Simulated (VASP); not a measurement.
# C (P6_3/mmc) in VASP: further runs

The runs below take C through single point, with LDA.

All numbers are computed with VASP 6.6.1; they aren't measurements. Logs are shortened: lines on timing, memory, paths and dates and some standing lists are left out, and cuts for length are marked.

**1. The cell of the first run**

It takes space group P6_3/mmc (No. 194, hexagonal). The conventional cell has a = 2.490 Å, b = 2.490 Å, c = 8.214 Å, α = 90.00°, β = 90.00°, γ = 120.00°. Within 1.9 Å of C (site symmetry 3m) lie 4 C at 1.43 to 1.56 Å. C (site symmetry 3m) has 4 C at 1.48 to 1.56 Å within 2.0 Å.

**2. Single point, LDA (atoms displaced along a vibrational mode)**

Contents of INCAR:

```
SYSTEM = C
ALGO = Normal ; EDIFF = 1E-6
ENCUT = 1300 ; GGA_COMPAT = .FALSE.
ISIF = 2 ; ISMEAR = 0
LASPH = .TRUE. ; LCHARG = .TRUE.
LELF = .TRUE. ; LREAL = .FALSE.
LVHAR = .TRUE. ; LWAVE = .FALSE.
NBANDS = 26 ; NELM = 120
PREC = Accurate ; SIGMA = 0.05
```

Contents of KPOINTS:

```
k-points
0
G
  12 12 4
  0 0 0
```

Contents of POSCAR:

```
C
1.0
    2.4896249417      0.0000000000      0.0000000000
   -1.2448124708      2.1560784454      0.0000000000
    0.0000000000      0.0000000000      8.2142660865
C
8
Direct
    0.0000000000      0.0000000000      0.0870930396
    0.0000000000      0.0000000000      0.5870930396
    0.0000000000      0.0000000000      0.4129069604
    0.0000000000      0.0000000000      0.9129069604
    0.3333333333      0.6666666667      0.1600876728
    0.6666666667      0.3333333333      0.6600876728
    0.3333333333      0.6666666667      0.3399123272
    0.6666666667      0.3333333333      0.8399123272
```

Potentials or basis: VASP PAW LDA potentials, release 64 (C_h).

Started as:

```console
cat potpaw_LDA.64/C_h/POTCAR > POTCAR
mpirun -np 1 vasp_std > vasp.out
```

OUTCAR:

```text
SYSTEM = C
   EDIFF = 1E-6
   ENCUT = 1300
   ISIF = 2
   ISMEAR = 0
   LASPH = .TRUE.
   LREAL = .FALSE.
   NELM = 120
   PREC = Accurate

 ion  position               nearest neighbor table
   1  0.000  0.000  0.087-   4 1.43
   2  0.000  0.000  0.587-   3 1.43
   3  0.000  0.000  0.413-   2 1.43
   4  0.000  0.000  0.913-   1 1.43
   5  0.333  0.667  0.160-   7 1.48
   6  0.667  0.333  0.660-   8 1.48
   7  0.333  0.667  0.340-   5 1.48
   8  0.667  0.333  0.840-   6 1.48

  LATTYP: Found a hexagonal cell.
 ALAT       =     2.4896249417
 C/A-ratio  =     3.2993990175

  Lattice vectors:

 A1 = (   2.4896249417,   0.0000000000,   0.0000000000)
 A2 = (  -1.2448124708,   2.1560784454,   0.0000000000)
 A3 = (   0.0000000000,   0.0000000000,   8.2142660865)

Analysis of symmetry for initial positions (statically):
=====================================================================
 Subroutine PRICEL returns:
 Original cell was already a primitive cell.

 Routine SETGRP: Setting up the symmetry group for a
 hexagonal supercell.

 Subroutine GETGRP returns: Found 24 space group operations
 (whereof 12 operations were pure point group operations)
 out of a pool of 24 trial point group operations.

The static configuration has the point symmetry D_3d.
 The point group associated with its full space group is D_6h.

Analysis of symmetry for dynamics (positions and initial velocities):
=====================================================================
 Subroutine PRICEL returns:
 Original cell was already a primitive cell.

 Routine SETGRP: Setting up the symmetry group for a
 hexagonal supercell.

 Subroutine GETGRP returns: Found 24 space group operations
 (whereof 12 operations were pure point group operations)
 out of a pool of 24 trial point group operations.

The dynamic configuration has the point symmetry D_3d.
 The point group associated with its full space group is D_6h.

 Subroutine INISYM returns: Found 24 space group operations
 (whereof 12 operations are pure point group operations),
 and found     1 'primitive' translations

----------------------------------------------------------------------------------------

                                     Primitive cell

  volume of cell :      44.0928

  direct lattice vectors                    reciprocal lattice vectors
     2.489624942  0.000000000  0.000000000     0.401666927  0.231902508  0.000000000
    -1.244812471  2.156078445  0.000000000     0.000000000  0.463805017  0.000000000
     0.000000000  0.000000000  8.214266087     0.000000000  0.000000000  0.121739421

  length of vectors
     2.489624942  2.489624942  8.214266087     0.463805017  0.463805017  0.121739421

  position of ions in fractional coordinates (direct lattice)
     0.000000000  0.000000000  0.087093040
     0.000000000  0.000000000  0.587093040
     0.000000000  0.000000000  0.412906960
     0.000000000  0.000000000  0.912906960
     0.333333333  0.666666667  0.160087673
     0.666666667  0.333333333  0.660087673
     0.333333333  0.666666667  0.339912327
     0.666666667  0.333333333  0.839912327

  ion indices of the primitive-cell ions
   primitive index   ion index
                 1           1
                 2           2
                 3           3
                 4           4
                 5           5
                 6           6
                 7           7
                 8           8

----------------------------------------------------------------------------------------

 KPOINTS: k-points

Automatic generation of k-mesh.
 Grid dimensions read from file:
 generate k-points for:   12   12    4

 Generating k-lattice:

  Cartesian coordinates                     Fractional coordinates (reciprocal lattice)
     0.033472244  0.019325209  0.000000000     0.083333333 -0.000000000  0.000000000
     0.000000000  0.038650418  0.000000000     0.000000000  0.083333333  0.000000000
     0.000000000  0.000000000  0.030434855     0.000000000  0.000000000  0.250000000

  Length of vectors
     0.038650418  0.038650418  0.030434855

  Shift w.r.t. Gamma in fractional coordinates (k-lattice)
     0.000000000  0.000000000  0.000000000

 Subroutine IBZKPT returns following result:
 ===========================================

 Found     57 irreducible k-points:

 Following reciprocal coordinates:
            Coordinates               Weight
  0.000000  0.000000  0.000000      1.000000
  0.083333  0.000000  0.000000      6.000000
  0.166667  0.000000  0.000000      6.000000
  0.250000  0.000000  0.000000      6.000000
  0.333333  0.000000  0.000000      6.000000
  0.416667  0.000000  0.000000      6.000000
[... 16 lines left out ...]
  0.250000  0.000000  0.250000     12.000000
  0.333333  0.000000  0.250000     12.000000
 [... further k-points ...]
   k-points           NKPTS =     57   k-points in BZ     NKDIM =     57   number of bands    NBANDS=     26
   number of dos      NEDOS =    301   number of ions     NIONS =      8
   total plane-waves  NPLWV =  88200
   dimension x,y,z NGX =    30 NGY =   30 NGZ =   98
   dimension x,y,z NGXF=    60 NGYF=   60 NGZF=  196
   ions per type =               8
   NGX,Y,Z   is equivalent  to a cutoff of  20.03, 20.03, 19.83 a.u.
   NGXF,Y,Z  is equivalent  to a cutoff of  40.07, 40.07, 39.67 a.u.
 SYSTEM =  C
   PREC   = accura    normal or accurate (medium, high low for compatibility)
   ISTART =      0    job   : 0-new  1-cont  2-samecut
   ICHARG =      2    charge: 1-file 2-atom 10-const
   ISPIN  =      1    spin polarized calculation?
   LNONCOLLINEAR =      F non collinear calculations
   LSORBIT =      F    spin-orbit coupling
   LASPH  =      T    aspherical Exc in radial PAW
   ENCUT  = 1300.0 eV  95.55 Ry    9.77 a.u.   7.32  7.32 24.15*2*pi/ulx,y,z
   NELM   =    120;   NELMIN=  2; NELMDL= -5     # of ELM steps
   EDIFF  = 0.1E-05   stopping-criterion for ELM
   LREAL  =      F    real-space projection
   EDIFFG = 0.1E-04   stopping-criterion for IOM
   NSW    =      0    number of steps for IOM
   IBRION =     -1    ionic relax: 0-MD 1-quasi-New 2-CG
   NFREE  =      0    steps in history (QN), initial steepest desc. (CG)
   ISIF   =      2    stress and relaxation
   ISYM   =      2    0-nonsym 1-usesym 2-fastsym
   POTIM  = 0.5000    time-step for ionic-motion
   TEBEG  =    0.0;   TEEND  =   0.0 temperature during run
   PSTRESS=    0.0 pullay stress
   NELECT =      32.0000    total number of electrons
   NUPDOWN=      -1.0000    fix difference up-down
   EMIN   =  10.00;   EMAX   =-10.00  energy-range for DOS
   EFERMI =   0.00;   METHOD = LEGACY
   ISMEAR =     0;   SIGMA  =   0.05  broadening in eV -4-tet -1-fermi 0-gaus
   EFERMI_NEDOS =   21; number of points for ismear=-14 and -15
   IALGO  =     38    algorithm
   IMIX   =      4    mixing-type and parameters
     AMIX     =   0.40;   BMIX     =  1.00
     AMIX_MAG =   1.60;   BMIX_MAG =  1.00
  volume/ion in A,a.u.               =       5.51        37.19
  Fermi-wavevector in a.u.,A,eV,Ry     =   1.471191  2.780148 29.448492  2.164403
  Thomas-Fermi vector in A             =   2.586357
   LORBIT       =      0    0 simple, 1 ext, 2 COOP (PROOUT), +10 PAW based schemes
   GGA     = CA    functional components
   LHFCALC =     F    Hartree Fock is set to
   AEXX    =    0.0000 exact exchange contribution
   IVDW    =     0    specifies the selected vdW correction
   LEPSILON=     F    determine dielectric tensor
   LRPA    =     F    only Hartree local field effects (RPA)
 non-spin polarized calculation
 Gauss-broadening in eV      SIGMA  =   0.05
  energy-cutoff  :     1300.00
  volume of cell :       44.09
 maximum number of plane-waves:      4764
 NGX is ok and might be reduce to    30

 number of electron      32.0000000 magnetization

 Free energy of the ion-electron system (eV)
  ---------------------------------------------------
  ext. energy  EPLUGINS =         0.00000000
  ---------------------------------------------------
  free energy    TOTEN  =       -80.37315078 eV

  energy without entropy =      -80.37315078  energy(sigma->0) =      -80.37315078

 E-fermi :  12.4645     XC(G=0): -13.7926

 val. band max:       12.2634089291   @ k =   0.0000   0.0000   0.0000
 cond. band min:      15.6669245812   @ k =   0.3333   0.3333   0.5000
 fundamental gap:      3.4035156521
 Fermi energy:        12.4645091087

 k-point     1 :       0.0000    0.0000    0.0000
  band No.  band energies     occupation
      1     -10.4053      2.00000
      2      -8.8085      2.00000
      3      -8.5605      2.00000
      4      -4.2420      2.00000
      5      -2.9839      2.00000
      6       3.8904      2.00000
[... 18 lines left out ...]
     25      20.3972      0.00000
     26      20.7574      0.00000

 k-point     2 :       0.0833    0.0000    0.0000
  band No.  band energies     occupation
      1     -10.2301      2.00000
      2      -8.6358      2.00000
      3      -8.3882      2.00000
      4      -4.0842      2.00000
      5      -2.8267      2.00000
      6       3.9631      2.00000
[... 18 lines left out ...]
     25      20.5633      0.00000
     26      21.1566      0.00000

 k-point     3 :       0.1667    0.0000    0.0000
  band No.  band energies     occupation
      1      -9.7063      2.00000
      2      -8.1202      2.00000
      3      -7.8735      2.00000
      4      -3.6128      2.00000
      5      -2.3671      2.00000
      6       4.1089      2.00000
[... 572 lines left out ...]
 k-point    23 :       0.2500    0.0000    0.2500
  band No.  band energies     occupation
      1      -8.7342      2.00000
      2      -7.8913      2.00000
      3      -6.2053      2.00000
      4      -3.8306      2.00000
      5      -0.5404      2.00000
      6       2.6082      2.00000
[... 18 lines left out ...]
     25      22.2213      0.00000
     26      22.9575      0.00000

 k-point    24 :       0.3333    0.0000    0.2500
  band No.  band energies     occupation
      1      -7.5435      2.00000
      2      -6.7143      2.00000
      3      -5.0665      2.00000
      4      -2.7753      2.00000
      5      -0.0989      2.00000
      6       1.1740      2.00000
[... 18 lines left out ...]
     25      22.1777      0.00000
     26      23.9517      0.00000

 [... further k-points ...]

------------------------ aborting loop because EDIFF is reached ----------------------------------------

  FORCE on cell =-STRESS in cart. coord.  units (eV):
  Direction    XX          YY          ZZ          XY          YZ          ZX
  --------------------------------------------------------------------------------------
  -------------------------------------------------------------------------------------
  Total       -0.1571630     -0.1571630      3.1773838     -0.0000000     -0.0000000      0.0000000
  in kB       -5.7107557     -5.7107557    115.4550703     -0.0000000     -0.0000000      0.0000000
  external PRESSURE =      34.6778530 kB  Pullay stress =       0.0000000 kB

 VOLUME and BASIS-vectors are now :
 -----------------------------------------------------------------------------
  energy-cutoff  :     1300.00
  volume of cell :       44.09
      direct lattice vectors                 reciprocal lattice vectors
     2.489624942  0.000000000  0.000000000     0.401666927  0.231902508  0.000000000
    -1.244812471  2.156078445  0.000000000     0.000000000  0.463805017  0.000000000
     0.000000000  0.000000000  8.214266087     0.000000000  0.000000000  0.121739421

 POSITION                                       TOTAL-FORCE (eV/Angst)
 -----------------------------------------------------------------------------------
      0.00000      0.00000      0.71541         0.000000     -0.000000      4.323257
      0.00000      0.00000      4.82254        -0.000000      0.000000      4.323257
      0.00000      0.00000      3.39173        -0.000000      0.000000     -4.323257
      0.00000      0.00000      7.49886        -0.000000      0.000000     -4.323257
     -0.00000      1.43739      1.31500         0.000000     -0.000000     -3.214196
      1.24481      0.71869      5.42214        -0.000000      0.000000     -3.214196
     -0.00000      1.43739      2.79213         0.000000     -0.000000      3.214196
      1.24481      0.71869      6.89926        -0.000000      0.000000      3.214196
 -----------------------------------------------------------------------------------
    total drift:                                0.000000     -0.000000      0.000000

  FREE ENERGIE OF THE ION-ELECTRON SYSTEM (eV)
  ---------------------------------------------------
  free  energy   TOTEN  =       -80.3731507803 eV

  energy  without entropy=      -80.3731507803  energy(sigma->0) =      -80.37315078
```

Wall time 2.9 min (1 thread of Intel Xeon Platinum 8375C at 2.90GHz (Ice Lake), shared host); peak memory 0.33 GiB.

What came out:

```
Free energy            : -80.3732 eV
Pressure               : 3.5 GPa
Largest force          : 4.323 eV/Å
Band gap on the k mesh : 3.40 eV (least direct gap 3.86 eV)
```

Forces in eV/Å, atoms in the order of the input:
```
C    0.000  0.000  4.323
C    0.000  0.000  4.323
C    0.000  0.000 -4.323
C    0.000  0.000 -4.323
C    0.000  0.000 -3.214
C    0.000  0.000 -3.214
C    0.000  0.000  3.214
C    0.000  0.000  3.214
```

Caveat: the cell differs from its parent crystal (atoms displaced along a vibrational mode); the stress differs along the axes, from -1 to 12 GPa; forces of over 1 eV/Å act on the atoms, so gaps and moduli don't describe the material at rest.

**3. Single point, LDA**

This run uses another cell than the first one, of the same volume but with other edges.

Contents of INCAR:

```
  PREC = Accurate
  ENCUT = 1300
  EDIFF = 1E-6
  ISMEAR = 0
  SIGMA = 0.05
  LREAL = F
  LASPH = T
  NELM = 120
  ALGO = Normal
  ISIF = 2
  LWAVE = F
  LCHARG = F
  GGA = CA
  NBANDS = 26
  GGA_COMPAT = F
```

Contents of KPOINTS:

```
regular mesh
0
Gamma
  12 12 4
```

Contents of POSCAR:

```
C
1.0
    2.4606208111      0.0000000000      0.0000000000
   -1.2303104055      2.1309601315      0.0000000000
    0.0000000000      0.0000000000      8.4056584863
C
8
Direct
    0.0000000000      0.0000000000      0.0929365318
    0.0000000000      0.0000000000      0.5929365318
    0.0000000000      0.0000000000      0.4070634682
    0.0000000000      0.0000000000      0.9070634682
    0.3333333333      0.6666666667      0.1555443640
    0.6666666667      0.3333333333      0.6555443640
    0.3333333333      0.6666666667      0.3444556360
    0.6666666667      0.3333333333      0.8444556360
```

Potentials or basis: VASP PAW LDA potentials, release 64 (C_h).

Started as:

```console
cat potpaw_LDA.64/C_h/POTCAR > POTCAR
mpirun -np 1 vasp_std > vasp.out
```

Run time: 2.5 min. Hardware: 1 thread of AMD EPYC 7R13 (Zen 3), shared host; peak memory 0.29 GiB.

It converged, with:

```
Free energy            : -80.8567 eV
Pressure               : 1.9 GPa
Largest force          : 0.077 eV/Å
Band gap on the k mesh : 4.60 eV
```

Forces in eV/Å, atoms in the order of the input:
```
C    0.000  0.000 -0.037
C    0.000  0.000 -0.037
C    0.000  0.000  0.037
C    0.000  0.000  0.037
C    0.000  0.000  0.077
C    0.000  0.000  0.077
C    0.000  0.000 -0.077
C    0.000  0.000 -0.077
```

Stress tensor (GPa, compression positive):
```
 16.36   0.00   0.00
  0.00  16.36   0.00
  0.00   0.00 -27.15
```

Levels at points of the mesh, in eV from the valence-band top:
```
           k point  band 14  band 15  band 16  band 17  band 18  band 19
(0.00, 0.00, 0.00)    -0.30     0.00     0.00     4.60     5.71     5.71
(0.50, 0.00, 0.00)    -4.95    -3.86    -3.18     5.13     5.13     6.18
(0.00, 0.00, 0.50)    -0.57    -0.57    -0.57     6.40     6.40     6.40
(0.50, 0.00, 0.50)    -4.87    -3.80    -3.80     5.42     5.42     6.57
```

Caveat: the stress differs along the axes, from -27 to 16 GPa.

[end of part 1 of 2]
